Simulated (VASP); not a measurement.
Pt, 1 atom in the cell. It takes space group Fm-3m (No. 225, cubic). The conventional cell has a = 3.922 Å, b = 3.922 Å, c = 3.922 Å, α = 90.00°, β = 90.00°, γ = 90.00°. Within 3.7 Å of Pt (site symmetry m-3m) lie 12 Pt at 2.77 Å. 

```yaml
Program: VASP 6.6.1
Task: single point
Functional: PBE
Potentials_or_basis: VASP PAW PBE potentials, release 64 (Pt)
Cutoff: 500 eV
k_mesh: 6 × 6 × 6
Occupations: methfessel-paxton, width 0.05 eV
Spin: no spin polarisation
Dipole_correction: no
Further_INCAR_settings: ALGO = Normal; EDIFF = 1e-06; NBANDS = 11
```

Potentials or basis: VASP PAW PBE potentials, release 64 (Pt).

The run is started by

```bash
$ cat potpaw_PBE.64/Pt/POTCAR > POTCAR
$ mpirun -np 1 vasp_std > vasp.out
```

Hardware: 1 thread of AMD EPYC 7R43 64-Core Processor (Zen 3), on a shared host.

Problem. How long does it take, and how much memory?

Solution. Run time: 4.7 s on 1 thread of AMD EPYC 7R43 64-Core Processor (Zen 3), on a shared host, peak memory 0.09 GiB. Counts: scf iterations 11, k points 16.
